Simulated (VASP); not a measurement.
Wanted: the native input for a VASP 6.6.1 run.

```
Task                   : single point
Functional             : PBE
Potentials or basis    : VASP PAW PBE potentials, release 64 (Ru_pv, Rh_pv)
Cutoff                 : 520 eV
k mesh                 : 16 × 16 × 16
Occupations            : gaussian, width 0.1 eV
Spin                   : no spin polarisation
Dipole correction      : no
Further INCAR settings : ALGO = Fast; EDIFF = 1e-06; NBANDS = 29
```

The structure of RuRh2 lies in POSCAR:

```
RuRh2
1.0
   -1.8933039427      1.8933039427      3.4653493191
    1.8933039427     -1.8933039427      3.4653493191
    1.8933039427      1.8933039427     -3.4653493191
Ru Rh
1 2
Direct
    0.0000000000      0.0000000000      0.0000000000
    0.7500000000      0.2500000000      0.5000000000
    0.2500000000      0.7500000000      0.5000000000
```

These files were run (other wordings do the same):

INCAR

```
PREC = Accurate ; ENCUT = 520
EDIFF = 1E-6 ; ISMEAR = 0
SIGMA = 0.1 ; LREAL = F
LASPH = T ; NELM = 100
ALGO = Fast ; ISIF = 2
LWAVE = F ; LCHARG = F
GGA = PE ; NBANDS = 29
```

KPOINTS

```
regular mesh
0
Gamma
  16 16 16
```

Potentials or basis: VASP PAW PBE potentials, release 64 (Ru_pv, Rh_pv).

Launch:

```sh
$ cat potpaw_PBE.64/Ru_pv/POTCAR potpaw_PBE.64/Rh_pv/POTCAR > POTCAR
$ mpirun -np 1 vasp_std > vasp.out
```

It gave:

| Item | Value |
| --- | --- |
| Pressure | 0.0 GPa |
| Band gap on the k mesh | zero (bands 22 and 23 overlap by 1.45 eV) |

Wall time 10 min on 1 thread of Intel(R) Xeon(R) Platinum 8259CL CPU @ 2.50GHz (Skylake/Cascade Lake), with other jobs on the host, peak memory 0.55 GiB.
